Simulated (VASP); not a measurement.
Wanted: the native input for a VASP 6.6.1 run.

```
Task                   : single point
Functional             : PBEsol
Potentials or basis    : VASP PAW PBE potentials, release 64 (Si, C)
Cutoff                 : 520 eV
k mesh                 : 12 × 12 × 8
Occupations            : methfessel-paxton, width 0.05 eV
Spin                   : no spin polarisation
Dipole correction      : no
Further INCAR settings : ALGO = Normal; EDIFF = 1e-06; NBANDS = 13
```

The structure of Si2C lies in POSCAR:

```
Si2C
1.0
    3.3797266700      0.0000000000      0.0000000000
   -1.6898633400      2.9269291600      0.0000000000
    0.0000000000      0.0000000000      4.6533202500
Si C
2 1
Direct
    0.3196890000      0.6565670000      0.7491440000
    0.3383810000      0.6796170000      0.2388180000
   -0.0098540000     -0.0099810000     -0.0082740000
```

These files were run (other wordings do the same):

INCAR

```
SYSTEM = Si2C
PREC = Accurate
ENCUT = 520
EDIFF = 1E-6
ISMEAR = 1
SIGMA = 0.05
LREAL = .FALSE.
LASPH = .TRUE.
NELM = 80
ALGO = Normal
ISIF = 2
LWAVE = .FALSE.
LCHARG = .FALSE.
GGA = PS
NBANDS = 13
```

KPOINTS

```
Automatic mesh
0
G
  12 12 8
  0 0 0
```

Potentials or basis: VASP PAW PBE potentials, release 64 (Si, C).

Run with:

```bash
$ cat potpaw_PBE.64/Si/POTCAR potpaw_PBE.64/C/POTCAR > POTCAR
$ mpirun -np 1 vasp_std > vasp.out
```

It gave:

```
Pressure               : -14.4 GPa
Largest force          : 1.033 eV/Å
Band gap on the k mesh : zero (bands 6 and 7 overlap by 2.56 eV)
```

Caveat: the stress differs along the axes, from -26 to 8 GPa; the PAW data sets were made with another functional, which shifts forces and pressure a little.

Wall time 3.2 min on 1 thread of Intel(R) Xeon(R) 6975P-C (Granite Rapids), on a shared host, peak memory 0.4 GiB.
